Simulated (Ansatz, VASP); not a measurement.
MgZn6 in VASP and in Ansatz

File INCAR:

```
PREC = Accurate
ENCUT = 600
EDIFF = 1E-7
ISMEAR = 0
SIGMA = 0.1
LREAL = False
LASPH = True
NELM = 60
ALGO = Fast
ISIF = 3
LWAVE = False
LCHARG = False
GGA = PE
IBRION = 2
NSW = 100
EDIFFG = -0.01
```

The input KPOINTS:

```
Automatic mesh
0
Gamma
  6 6 6
```

Contents of POSCAR:

```
MgZn6
1.0
    6.1199532672      0.0000000000      0.0000000000
    0.0000000000      6.1199532672      0.0000000000
    0.0000000000      0.0000000000      6.1199532672
Mg Zn
1 6
Direct
    0.0000000000      0.0000000000      0.0000000000
    0.1939633561      0.5000000000      0.5000000000
    0.5000000000      0.1939633561      0.5000000000
    0.8060366439      0.5000000000      0.5000000000
    0.5000000000      0.8060366439      0.5000000000
    0.5000000000      0.5000000000      0.1939633561
    0.5000000000      0.5000000000      0.8060366439
```

Input for Ansatz:

```yaml
crystal:
  lattice:
    - [6.1199532672, 0.0, 0.0]
    - [0.0, 6.1199532672, 0.0]
    - [0.0, 0.0, 6.1199532672]
  atoms:
    - { symbol: Mg, position: [0.0, 0.0, 0.0] }
    - { symbol: Zn, position: [0.1939633561, 0.5, 0.5] }
    - { symbol: Zn, position: [0.5, 0.1939633561, 0.5] }
    - { symbol: Zn, position: [0.8060366439, 0.5, 0.5] }
    - { symbol: Zn, position: [0.5, 0.8060366439, 0.5] }
    - { symbol: Zn, position: [0.5, 0.5, 0.1939633561] }
    - { symbol: Zn, position: [0.5, 0.5, 0.8060366439] }
basis:
  ecutwfc: 420
kpoints:
  mp_grid: { grid: [6, 6, 6] }
hamiltonian:
  xc: pbe
scf:
  occupations: { method: gaussian, width: 0.1 }
output:
  forces: true
  stress: true
  eigenvalues: true
relax:
  adjacent_minimum: "off"
  f_tol: 0.01
  max_steps: 80
  cell: { stress_tol: 0.05 }
```

Change from the starting cell: species swapped into the YbB6 type (Pm-3m, No. 221).

Alike in both runs: task relaxation of cell and atoms; functional PBE; k mesh 6 × 6 × 6; occupations gaussian, width 0.1 eV; no spin polarisation.

```csv
,VASP,Ansatz
version,VASP 6.6.1,Ansatz 0.2.0
potentials or method,"VASP PAW PBE potentials, release 64 (Mg, Zn), cutoff 600 eV","scalar-relativistic, plane waves, PAW"
valence electrons in the cell,74,82
```

```csv
,VASP,Ansatz,Ansatz less VASP
"gap on the k mesh at the Fermi level, each at its own relaxed structure (eV)",none,none,-
relaxed volume (Å³/atom),31.84,31.63,-0.210
relaxed cell length with the largest relative difference (Å),6.063,6.050,-0.0134
```

A gap of «none» marks a metal or a gap that the smearing closes. VASP's potentials hold 74 valence electrons a cell and Ansatz's 82, so a difference there can come from the potentials and not from the codes.
